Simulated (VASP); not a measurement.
Input of a VASP 6.6.1 run:

File INCAR:

```
SYSTEM = W
PREC = Accurate ; ENCUT = 520
EDIFF = 1E-7 ; ISMEAR = -1
SIGMA = 0.1 ; LREAL = .False.
LASPH = .True. ; NELM = 80
ALGO = Normal ; ISIF = 2
LWAVE = .False. ; LCHARG = .True.
GGA = PE ; LELF = .True.
LVHAR = .True. ; NBANDS = 13
```

File KPOINTS:

```
Automatic mesh
0
Gamma
  16 16 16
  0 0 0
```

POSCAR

```
W
1.0
    2.5653364965      0.0000000000      0.0000000000
    0.0000000000      2.5653364965      0.0000000000
    0.0000000000      0.0000000000      2.5653364965
W
1
Direct
    0.0000000000      0.0000000000      0.0000000000
```

Potentials or basis: VASP PAW PBE potentials, release 64 (W_sv).

Run with:

```console
$ cat potpaw_PBE.64/W_sv/POTCAR > POTCAR
$ mpirun -np 1 vasp_std > vasp.out
```

**Question.** Predict the band gap on the k mesh.

**Answer.** Zero (band 7 reaches 12.51 eV, above the bottom of band 8 at 9.21 eV).

**Question.** What does it give for the pressure?

**Answer.** 22.5 GPa.

Caveat: spin-orbit coupling is left out, which moves the levels of the heavy elements.
